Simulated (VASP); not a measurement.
**Hg: single point with PBE**

Crystal: Hg.

```
CELL_PARAMETERS angstrom
4.29060 0.00000 0.00000
-2.14530 3.71577 0.00000
0.00000 0.00000 2.49561
ATOMIC_POSITIONS crystal
Hg 0.00000 0.00000 0.00000
Hg 0.33333 0.66667 0.50000
Hg 0.66667 0.33333 0.50000
```

```yaml
Program: VASP 6.6.1
Task: single point
Functional: PBE
Potentials_or_basis: VASP PAW PBE potentials, release 64 (Hg_sv_GW)
Cutoff: 550 eV
k_mesh: 7 × 7 × 10
Occupations: fermi-dirac, width 0.05 eV
Spin: no spin polarisation
Dipole_correction: no
Further_INCAR_settings: ALGO = Normal; EDIFF = 1e-06; NBANDS = 37
```

```json
{"Pressure": "172.9 GPa", "Band gap on the k mesh": "zero (bands 30 and 31 overlap by 3.68 eV)"}
```

Levels at points of the mesh, in eV from the Fermi level:
```
           k point  band 27  band 28  band 29  band 30  band 31  band 32  band 33  band 34
(0.00, 0.00, 0.00)    -7.47    -7.47    -0.77     0.06     1.47     1.47     1.48     1.48
(0.00, 0.00, 0.50)    -6.43    -4.39    -3.61     3.14     3.85     3.96     3.96     5.61
```

It took 110 s on 1 thread of Intel(R) Xeon(R) Platinum 8375C CPU @ 2.90GHz (Ice Lake) (shared host), peak memory 0.22 GiB.

Caveat: the cell stands under pressure; spin-orbit coupling is left out, which moves the levels of the heavy elements.
